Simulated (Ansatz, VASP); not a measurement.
**One calculation of Cd4Se3S, two programs**

```
Cd Se S
1.0
    -3.06429    3.06429    6.12526
     3.06429   -3.06429    6.12526
     3.06429    3.06429   -6.12526
Cd Se S
4 3 1
Cartesian
  1.4869 1.4869 -1.4945
  -1.5774 1.5774 7.6198
  1.5774 1.5774 4.6307
  1.5774 -1.5774 7.6198
  0.0000 0.0000 6.1253
  3.0643 0.0000 3.0626
  0.0000 3.0643 3.0626
  0.0000 0.0000 0.0000
```

Alike in both runs: functional PBE; k mesh 6 × 6 × 6; occupations gaussian, width 0.02 eV; no spin polarisation.

Ansatz relaxed the structure, and its values are those at the end. VASP's run is a single point on that final structure, the one shown.

|  | VASP | Ansatz |
| --- | --- | --- |
| version | VASP 6.6.1 | Ansatz 0.2.0 |
| potentials or method | VASP PAW PBE potentials, release 64 (Cd, Se, S), cutoff 520 eV | scalar-relativistic, plane waves, PAW |
| valence electrons in the cell | 72 | 134 |

|  | VASP | Ansatz | Ansatz less VASP |
| --- | --- | --- | --- |
| gap on the k mesh at the Fermi level (eV) | 0.61 | 0.61 | +0.001 |
| least direct gap on the mesh (eV) | 0.61 | 0.61 | +0.001 |
| pressure (GPa) | 0.3 | 0.0 | -0.26 |

VASP's potentials hold 72 valence electrons a cell and Ansatz's 134, so a difference there can come from the potentials and not from the codes.
